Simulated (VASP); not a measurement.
# TiSi2 (Immm) in VASP: notebook

Runs on TiSi2. Level: PBE. Tasks: single point.

Program: VASP 6.6.1. These are calculated values, not measurements. Logs are shortened: lines on timing, memory, paths and dates and some standing lists are left out, and cuts for length are marked.

## 1. The cell of the first run

The structure is orthorhombic, space group Immm (No. 71). The conventional cell has a = 2.886 Å, b = 3.354 Å, c = 8.252 Å, α = 90.00°, β = 90.00°, γ = 90.00°. Ti (site symmetry mmm) has 10 Si at 2.62 to 2.72 Å and 4 Ti at 2.89 to 3.35 Å within 3.5 Å. Within 3.4 Å of Si (site symmetry mm2) lie 9 Si at 2.58 to 3.35 Å and 5 Ti at 2.62 to 2.72 Å.

## 2. Single point, PBE (volume scaled by 0.94)

INCAR reads:

```
SYSTEM = TiSi2
ALGO = Normal
EDIFF = 1E-6
ENCUT = 520
GGA = PE
ISIF = 2
ISMEAR = -1
LASPH = .TRUE.
LCHARG = .TRUE.
LELF = .TRUE.
LREAL = .FALSE.
LVHAR = .TRUE.
LWAVE = .FALSE.
NBANDS = 17
NELM = 100
PREC = Accurate
SIGMA = 0.05
```

KPOINTS reads:

```
k-points
0
G
  12 12 12
  0 0 0
```

POSCAR reads:

```
TiSi2
1.0
   -1.4428049511      1.6771787643      4.1260979956
    1.4428049511     -1.6771787643      4.1260979956
    1.4428049511      1.6771787643     -4.1260979956
Ti Si
1 2
Direct
    0.0000000000      0.0000000000      0.0000000000
    0.6700780000      0.6700780000      0.0000000000
    0.3299220000      0.3299220000      0.0000000000
```

Potentials or basis: VASP PAW PBE potentials, release 64 (Ti_sv, Si).

Run with:

```sh
cat potpaw_PBE.64/Ti_sv/POTCAR potpaw_PBE.64/Si/POTCAR > POTCAR
mpirun -np 1 vasp_std > vasp.out
```

OUTCAR:

```text
SYSTEM = TiSi2
   EDIFF = 1E-6
   ENCUT = 520
   GGA = PE
   ISIF = 2
   ISMEAR = -1
   LASPH = .TRUE.
   LREAL = .FALSE.
   NELM = 100
   PREC = Accurate

 ion  position               nearest neighbor table
   1  0.000  0.000  0.000-   2 2.62   2 2.62   2 2.62   3 2.62   2 2.62   3 2.62   3 2.62   3 2.62
                             2 2.72   3 2.72
   2  0.670  0.670  0.000-   3 2.58   3 2.58   3 2.58   3 2.58   1 2.62   1 2.62   1 2.62   1 2.62
                             1 2.72   3 2.81
   3  0.330  0.330  0.000-   2 2.58   2 2.58   2 2.58   2 2.58   1 2.62   1 2.62   1 2.62   1 2.62
                             1 2.72   2 2.81

  LATTYP: Found a body centered orthorhombic cell.
 ALAT       =     2.8856099022
 B/A-ratio  =     1.1624431723
 C/A-ratio  =     2.8597753234

  Lattice vectors:

 A1 = (  -1.4428049511,   1.6771787643,   4.1260979956)
 A2 = (   1.4428049511,  -1.6771787643,   4.1260979956)
 A3 = (   1.4428049511,   1.6771787643,  -4.1260979956)

Analysis of symmetry for initial positions (statically):
=====================================================================
 Subroutine PRICEL returns:
 Original cell was already a primitive cell.

 Routine SETGRP: Setting up the symmetry group for a
 body centered orthorhombic supercell.

 Subroutine GETGRP returns: Found  8 space group operations
 (whereof  8 operations were pure point group operations)
 out of a pool of  8 trial point group operations.

The static configuration has the point symmetry D_2h.

Analysis of symmetry for dynamics (positions and initial velocities):
=====================================================================
 Subroutine PRICEL returns:
 Original cell was already a primitive cell.

 Routine SETGRP: Setting up the symmetry group for a
 body centered orthorhombic supercell.

 Subroutine GETGRP returns: Found  8 space group operations
 (whereof  8 operations were pure point group operations)
 out of a pool of  8 trial point group operations.

The dynamic configuration has the point symmetry D_2h.

 Subroutine INISYM returns: Found  8 space group operations
 (whereof  8 operations are pure point group operations),
 and found     1 'primitive' translations

----------------------------------------------------------------------------------------

                                     Primitive cell

  volume of cell :      39.9380

  direct lattice vectors                    reciprocal lattice vectors
    -1.442804951  1.677178764  4.126097996     0.000000000  0.298119682  0.121179865
     1.442804951 -1.677178764  4.126097996     0.346547189  0.000000000  0.121179865
     1.442804951  1.677178764 -4.126097996     0.346547189  0.298119682  0.000000000

  length of vectors
     4.681805144  4.681805144  4.681805144     0.321807248  0.367123295  0.457132693

  position of ions in fractional coordinates (direct lattice)
     0.000000000  0.000000000  0.000000000
     0.670078000  0.670078000  0.000000000
     0.329922000  0.329922000  0.000000000

  ion indices of the primitive-cell ions
   primitive index   ion index
                 1           1
                 2           2
                 3           3

----------------------------------------------------------------------------------------

 KPOINTS: k-points

Automatic generation of k-mesh.
 Grid dimensions read from file:
 generate k-points for:   12   12   12

 Generating k-lattice:

  Cartesian coordinates                     Fractional coordinates (reciprocal lattice)
     0.000000000  0.024843307  0.010098322     0.083333333 -0.000000000  0.000000000
     0.028878932  0.000000000  0.010098322    -0.000000000  0.083333333  0.000000000
     0.028878932  0.024843307  0.000000000     0.000000000  0.000000000  0.083333333

  Length of vectors
     0.026817271  0.030593608  0.038094391

  Shift w.r.t. Gamma in fractional coordinates (k-lattice)
     0.000000000  0.000000000  0.000000000

 Subroutine IBZKPT returns following result:
 ===========================================

 Found    280 irreducible k-points:

 Following reciprocal coordinates:
            Coordinates               Weight
  0.000000  0.000000  0.000000      1.000000
  0.083333 -0.000000  0.000000      4.000000
  0.166667 -0.000000  0.000000      4.000000
  0.250000 -0.000000  0.000000      4.000000
  0.333333 -0.000000  0.000000      4.000000
  0.416667 -0.000000  0.000000      4.000000
[... 16 lines left out ...]
  0.250000  0.166667  0.000000      8.000000
  0.333333  0.166667 -0.000000      8.000000
 [... further k-points ...]
   k-points           NKPTS =    280   k-points in BZ     NKDIM =    280   number of bands    NBANDS=     17
   number of dos      NEDOS =    301   number of ions     NIONS =      3
   total plane-waves  NPLWV =  46656
   dimension x,y,z NGX =    36 NGY =   36 NGZ =   36
   dimension x,y,z NGXF=    72 NGYF=   72 NGZF=   72
   ions per type =               1   2
   NGX,Y,Z   is equivalent  to a cutoff of  12.78, 12.78, 12.78 a.u.
   NGXF,Y,Z  is equivalent  to a cutoff of  25.57, 25.57, 25.57 a.u.
 SYSTEM =  TiSi2
   PREC   = accura    normal or accurate (medium, high low for compatibility)
   ISTART =      0    job   : 0-new  1-cont  2-samecut
   ICHARG =      2    charge: 1-file 2-atom 10-const
   ISPIN  =      1    spin polarized calculation?
   LNONCOLLINEAR =      F non collinear calculations
   LSORBIT =      F    spin-orbit coupling
   LASPH  =      T    aspherical Exc in radial PAW
   ENCUT  =  520.0 eV  38.22 Ry    6.18 a.u.   8.71  8.71  8.71*2*pi/ulx,y,z
   NELM   =    100;   NELMIN=  2; NELMDL= -5     # of ELM steps
   EDIFF  = 0.1E-05   stopping-criterion for ELM
   LREAL  =      F    real-space projection
   EDIFFG = 0.1E-04   stopping-criterion for IOM
   NSW    =      0    number of steps for IOM
   IBRION =     -1    ionic relax: 0-MD 1-quasi-New 2-CG
   NFREE  =      0    steps in history (QN), initial steepest desc. (CG)
   ISIF   =      2    stress and relaxation
   ISYM   =      2    0-nonsym 1-usesym 2-fastsym
   POTIM  = 0.5000    time-step for ionic-motion
   TEBEG  =    0.0;   TEEND  =   0.0 temperature during run
   PSTRESS=    0.0 pullay stress
   NELECT =      20.0000    total number of electrons
   NUPDOWN=      -1.0000    fix difference up-down
   EMIN   =  10.00;   EMAX   =-10.00  energy-range for DOS
   EFERMI =   0.00;   METHOD = LEGACY
   ISMEAR =    -1;   SIGMA  =   0.05  broadening in eV -4-tet -1-fermi 0-gaus
   EFERMI_NEDOS =   21; number of points for ismear=-14 and -15
   IALGO  =     38    algorithm
   IMIX   =      4    mixing-type and parameters
     AMIX     =   0.40;   BMIX     =  1.00
     AMIX_MAG =   1.60;   BMIX_MAG =  1.00
  volume/ion in A,a.u.               =      13.31        89.84
  Fermi-wavevector in a.u.,A,eV,Ry     =   1.300038  2.456715 22.995185  1.690098
  Thomas-Fermi vector in A             =   2.431263
   LORBIT       =      0    0 simple, 1 ext, 2 COOP (PROOUT), +10 PAW based schemes
   GGA     = PE    functional components
   LHFCALC =     F    Hartree Fock is set to
   AEXX    =    0.0000 exact exchange contribution
   IVDW    =     0    specifies the selected vdW correction
   LEPSILON=     F    determine dielectric tensor
   LRPA    =     F    only Hartree local field effects (RPA)
 non-spin polarized calculation
  energy-cutoff  :      520.00
  volume of cell :       39.94
 maximum number of plane-waves:      1113
   NGX = 17   NGY = 17   NGZ = 17

 number of electron      20.0000002 magnetization

 Free energy of the ion-electron system (eV)
  ---------------------------------------------------
  ext. energy  EPLUGINS =         0.00000000
  ---------------------------------------------------
  free energy    TOTEN  =       -19.78030473 eV

  energy without entropy =      -19.76992865  energy(sigma->0) =      -19.77511669

 E-fermi :  10.7686     XC(G=0): -11.9711

 val. band max:       10.7619535361   @ k =   0.5000   0.5000   0.3333
 cond. band min:      10.7695413220   @ k =  -0.2500  -0.4167   0.0833
 fundamental gap:      0.0075877858
 Fermi energy:        10.7686053598

 k-point     1 :       0.0000    0.0000    0.0000
  band No.  band energies     occupation
      1     -45.3061      2.00000
      2     -21.6577      2.00000
      3     -21.6276      2.00000
      4     -21.3452      2.00000
      5      -2.2168      2.00000
      6       5.7731      2.00000
[... 9 lines left out ...]
     16      16.6501      0.00000
     17      16.7919      0.00000

 k-point     2 :       0.0833   -0.0000    0.0000
  band No.  band energies     occupation
      1     -45.3056      2.00000
      2     -21.6571      2.00000
      3     -21.6359      2.00000
      4     -21.3446      2.00000
      5      -2.1097      2.00000
      6       5.5711      2.00000
[... 9 lines left out ...]
     16      16.5499      0.00000
     17      16.9437      0.00000

 k-point     3 :       0.1667   -0.0000    0.0000
  band No.  band energies     occupation
      1     -45.3040      2.00000
      2     -21.6587      2.00000
      3     -21.6551      2.00000
      4     -21.3430      2.00000
      5      -1.7922      2.00000
      6       5.0991      2.00000
[... 9 lines left out ...]
     16      16.7815      0.00000
     17      17.4005      0.00000

 k-point     4 :       0.2500   -0.0000    0.0000
  band No.  band energies     occupation
      1     -45.3018      2.00000
      2     -21.6893      2.00000
      3     -21.6529      2.00000
      4     -21.3408      2.00000
      5      -1.2764      2.00000
      6       4.3569      2.00000
[... 9 lines left out ...]
     16      17.7254      0.00000
     17      18.7308      0.00000
[... 343 lines left out ...]
      1     -45.2921      2.00000
      2     -21.6464      2.00000
      3     -21.6435      2.00000
      4     -21.4491      2.00000
      5      -1.1529      2.00000
      6       4.6421      2.00000
[... 9 lines left out ...]
     16      16.7169      0.00000
     17      17.6734      0.00000

 k-point    23 :       0.2500    0.1667    0.0000
  band No.  band energies     occupation
      1     -45.2900      2.00000
      2     -21.6754      2.00000
      3     -21.6417      2.00000
      4     -21.4462      2.00000
      5      -0.6153      2.00000
      6       4.1795      2.00000
[... 9 lines left out ...]
     16      16.8153      0.00000
     17      18.9049      0.00000

 k-point    24 :       0.3333    0.1667   -0.0000
  band No.  band energies     occupation
      1     -45.2879      2.00000
      2     -21.7049      2.00000
      3     -21.6389      2.00000
      4     -21.4432      2.00000
      5       0.0844      2.00000
      6       3.4584      2.00000
[... 9 lines left out ...]
     16      16.4341      0.00000
     17      18.9848      0.00000

 [... further k-points ...]

------------------------ aborting loop because EDIFF is reached ----------------------------------------

  FORCE on cell =-STRESS in cart. coord.  units (eV):
  Direction    XX          YY          ZZ          XY          YZ          ZX
  --------------------------------------------------------------------------------------
  -------------------------------------------------------------------------------------
  Total        2.4850508      2.5626474      2.4533931     -0.0000000      0.0000000      0.0000000
  in kB       99.6917791    102.8046919     98.4217792     -0.0000000      0.0000000      0.0000000
  external PRESSURE =     100.3060834 kB  Pullay stress =       0.0000000 kB

 VOLUME and BASIS-vectors are now :
 -----------------------------------------------------------------------------
  energy-cutoff  :      520.00
  volume of cell :       39.94
      direct lattice vectors                 reciprocal lattice vectors
    -1.442804951  1.677178764  4.126097996     0.000000000  0.298119682  0.121179865
     1.442804951 -1.677178764  4.126097996     0.346547189  0.000000000  0.121179865
     1.442804951  1.677178764 -4.126097996     0.346547189  0.298119682  0.000000000

 POSITION                                       TOTAL-FORCE (eV/Angst)
 -----------------------------------------------------------------------------------
      0.00000      0.00000      0.00000         0.000000      0.000000      0.000000
      0.00000      0.00000      5.52961        -0.000000     -0.000000      0.033939
      0.00000      0.00000      2.72258         0.000000      0.000000     -0.033939
 -----------------------------------------------------------------------------------
    total drift:                               -0.000000      0.000000     -0.000000

  FREE ENERGIE OF THE ION-ELECTRON SYSTEM (eV)
  ---------------------------------------------------
  free  energy   TOTEN  =       -19.7803047321 eV

  energy  without entropy=      -19.7699286536  energy(sigma->0) =      -19.77511669
```

Run time: 5.6 min. Hardware: 1 thread of Intel Xeon Platinum 8259CL at 2.50GHz (Skylake/Cascade Lake), shared host; peak memory 0.34 GiB.

What came out:

```yaml
Free_energy: -19.7803 eV
Pressure: 10.0 GPa
Largest_force: 0.034 eV/Å
Band_gap_on_the_k_mesh: zero (band 10 reaches 12.21 eV, above the bottom of band 11 at 9.71 eV)
```

Forces on the atoms (eV/Å):
```
Ti   0.000  0.000  0.000
Si   0.000  0.000  0.034
Si   0.000  0.000 -0.034
```

Stress tensor (GPa, compression positive):
```
 9.97  0.00  0.00
 0.00 10.28  0.00
 0.00  0.00  9.84
```

## 3. Single point, PBE (volume scaled by 0.96)

INCAR reads:

```
PREC = Accurate ; ENCUT = 520
EDIFF = 1E-6 ; ISMEAR = -1
SIGMA = 0.05 ; LREAL = False
LASPH = True ; NELM = 100
ALGO = Normal ; ISIF = 2
LWAVE = False ; LCHARG = True
GGA = PE ; LELF = True
LVHAR = True ; NBANDS = 17
```

KPOINTS reads:

```
Automatic mesh
0
Gamma
  12 12 12
```

POSCAR reads:

```
TiSi2
1.0
   -1.4529658841      1.6889902715      4.1551559811
    1.4529658841     -1.6889902715      4.1551559811
    1.4529658841      1.6889902715     -4.1551559811
Ti Si
1 2
Direct
    0.0000000000      0.0000000000      0.0000000000
    0.6700780000      0.6700780000      0.0000000000
    0.3299220000      0.3299220000      0.0000000000
```

Potentials or basis: VASP PAW PBE potentials, release 64 (Ti_sv, Si).

Run with:

```sh
cat potpaw_PBE.64/Ti_sv/POTCAR potpaw_PBE.64/Si/POTCAR > POTCAR
mpirun -np 1 vasp_std > vasp.out
```

Run time: 5.6 min. Hardware: 1 thread of Intel Xeon Platinum 8259CL at 2.50GHz (Skylake/Cascade Lake), shared host; peak memory 0.34 GiB.

It converged, with:

```yaml
Free_energy: -19.8239 eV
Pressure: 6.4 GPa
Largest_force: 0.018 eV/Å
Band_gap_on_the_k_mesh: zero (band 10 reaches 11.91 eV, above the bottom of band 11 at 9.46 eV)
```

Forces in eV/Å, atoms in the order of the input:
```
Ti   0.000  0.000  0.000
Si   0.000  0.000  0.018
Si   0.000  0.000 -0.018
```

Stress tensor (GPa, compression positive):
```
6.60 0.00 0.00
0.00 6.53 0.00
0.00 0.00 6.09
```

Levels at points of the mesh, in eV from the Fermi level:
| k point | band 6 | band 7 | band 8 | band 9 | band 10 | band 11 | band 12 | band 13 | band 14 | band 15 |
| --- | --- | --- | --- | --- | --- | --- | --- | --- | --- | --- |
| (0.00, 0.00, 0.00) | -4.91 | -4.11 | -2.22 | -0.68 | 0.81 | 2.12 | 2.53 | 3.27 | 3.97 | 4.26 |
| (0.50, 0.00, 0.00) | -9.32 | -4.43 | -3.82 | -0.73 | 1.01 | 2.14 | 2.72 | 3.73 | 4.15 | 5.71 |
| (0.00, 0.50, 0.00) | -8.31 | -3.68 | -3.46 | -0.98 | -0.47 | 0.99 | 2.87 | 3.57 | 4.18 | 4.52 |
| (0.50, 0.50, 0.00) | -5.48 | -5.21 | -4.63 | -2.98 | -1.37 | -0.63 | 2.90 | 3.07 | 3.25 | 3.71 |
| (0.50, 0.50, 0.50) | -9.00 | -1.35 | -1.31 | -0.40 | 0.47 | 2.08 | 2.59 | 2.60 | 3.86 | 4.07 |

## 4. Single point, PBE (volume scaled by 0.98)

INCAR reads:

```
PREC = Accurate ; ENCUT = 520
EDIFF = 1E-6 ; ISMEAR = -1
SIGMA = 0.05 ; LREAL = False
LASPH = True ; NELM = 60
ALGO = Normal ; ISIF = 2
LWAVE = False ; LCHARG = False
GGA = PE ; NBANDS = 17
```

KPOINTS is that of step 3.

POSCAR reads:

```
TiSi2
1.0
   -1.4629866552      1.7006388484      4.1838131348
    1.4629866552     -1.7006388484      4.1838131348
    1.4629866552      1.7006388484     -4.1838131348
Ti Si
1 2
Direct
    0.0000000000      0.0000000000      0.0000000000
    0.6700780000      0.6700780000      0.0000000000
    0.3299220000      0.3299220000      0.0000000000
```

Run with:

```sh
cat potpaw_PBE.64/Ti_sv/POTCAR potpaw_PBE.64/Si/POTCAR > POTCAR
mpirun -np 1 vasp_std > vasp.out
```

It took 5.2 min on 1 thread of Intel Xeon Platinum 8259CL at 2.50GHz (Skylake/Cascade Lake), shared host; peak memory 0.34 GiB.

The run converged. Its results:

```yaml
Free_energy: -19.8492 eV
Pressure: 3.2 GPa
Band_gap_on_the_k_mesh: zero (band 10 reaches 11.61 eV, above the bottom of band 11 at 9.23 eV)
```

Stress tensor (GPa, compression positive):
```
3.56 0.00 0.00
0.00 3.16 0.00
0.00 0.00 2.72
```

Levels at points of the mesh, in eV from the Fermi level:
| k point | band 8 | band 9 | band 10 | band 11 | band 12 | band 13 |
| --- | --- | --- | --- | --- | --- | --- |
| (0.00, 0.00, 0.00) | -2.19 | -0.65 | 0.79 | 2.08 | 2.46 | 3.20 |
| (0.50, 0.00, 0.00) | -3.79 | -0.71 | 0.98 | 2.09 | 2.64 | 3.62 |
| (0.00, 0.50, 0.00) | -3.42 | -0.95 | -0.45 | 0.98 | 2.82 | 3.46 |
| (0.50, 0.50, 0.00) | -4.66 | -2.94 | -1.34 | -0.64 | 2.81 | 2.98 |
| (0.50, 0.50, 0.50) | -1.30 | -0.37 | 0.46 | 2.03 | 2.52 | 2.53 |

## 5. Summary

| cell | gap on the mesh (eV) | pressure (GPa) | largest force (eV/Å) |
| --- | --- | --- | --- |
| a = 4.682 Å, angles 144.1, 138.0, 56.4°, 3 atoms | none | 10.0 | 0.03 |
| a = 4.715 Å, angles 144.1, 138.0, 56.4°, 3 atoms | none | 6.4 | 0.02 |
| a = 4.747 Å, angles 144.1, 138.0, 56.4°, 3 atoms | none | 3.2 | - |

Alike in all rows: task single point; level PBE; potentials or basis VASP PAW PBE potentials, release 64 (Ti_sv, Si); no spin polarisation; k mesh 12 × 12 × 12; cutoff (eV) 520; smearing fermi-dirac 0.05 eV.

Total energies depend on the potentials used, so only differences within one code and one set of settings carry meaning.
